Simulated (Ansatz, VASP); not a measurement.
# Ta in VASP and in Ansatz

POSCAR

```
Ta
1.0
    0.0000000000      2.1024284736      2.1024284736
    2.1024284736      0.0000000000      2.1024284736
    2.1024284736      2.1024284736      0.0000000000
Ta
1
Direct
    0.5000000000      0.5000000000      0.5000000000
```

INCAR.step1

```
ALGO = Normal ; EDIFF = 1E-4
ENCUT = 600 ; GGA = PE
ISMEAR = 0 ; LASPH = T
LCHARG = F ; LREAL = F
LWAVE = T ; NELM = 80
PREC = Accurate ; SIGMA = 0.1
```

INCAR.step2

```
ALGO = Normal ; EDIFF = 1E-6
EDIFFG = -0.01 ; ENCUT = 600
IBRION = 2 ; ISIF = 3
ISMEAR = 0 ; ISTART = 1
LASPH = T ; LCHARG = F
LMIXTAU = T ; LREAL = F
LWAVE = F ; METAGGA = R2SCAN
NELM = 80 ; NSW = 100
PREC = Accurate ; SIGMA = 0.1
```

File KPOINTS:

```
k-points
0
Gamma
  22 22 22
```

Input for Ansatz:

```yaml
crystal:
  lattice:
    - [0.0, 2.1024284736, 2.1024284736]
    - [2.1024284736, 0.0, 2.1024284736]
    - [2.1024284736, 2.1024284736, 0.0]
  atoms:
    - { symbol: Ta, position: [0.5, 0.5, 0.5] }
basis:
  ecutwfc: 500
kpoints:
  mp_grid: { grid: [22, 22, 22] }
hamiltonian:
  xc: r2scan
scf:
  occupations: { method: gaussian, width: 0.1 }
output:
  forces: true
  stress: true
  eigenvalues: true
relax:
  adjacent_minimum: "off"
  f_tol: 0.01
  max_steps: 80
  cell: { stress_tol: 0.05 }
```

Alike in both runs: task relaxation of cell and atoms; functional r2SCAN; k mesh 22 × 22 × 22; occupations gaussian, width 0.1 eV; no spin polarisation.

```csv
,VASP,Ansatz
version,VASP 6.6.1,Ansatz 0.2.0
potentials or method,"VASP PAW PBE potentials, release 64 (Ta_pv), cutoff 600 eV","scalar-relativistic, plane waves, PAW"
valence electrons in the cell,11,13
```

```tsv
	VASP	Ansatz	Ansatz less VASP
gap on the k mesh at the Fermi level, each at its own relaxed structure (eV)	none	none	-
relaxed volume (Å³/atom)	18.67	18.63	-0.046
relaxed length of the cell vector where the two differ most in proportion (Å)	2.978	2.975	-0.0024
```

VASP's potentials were made for PBE, not for r2SCAN. A gap of «none» marks a metal or a gap that the smearing closes. VASP's potentials hold 11 valence electrons a cell and Ansatz's 13, so a difference there can come from the potentials and not from the codes.

Spin-orbit coupling is off throughout.
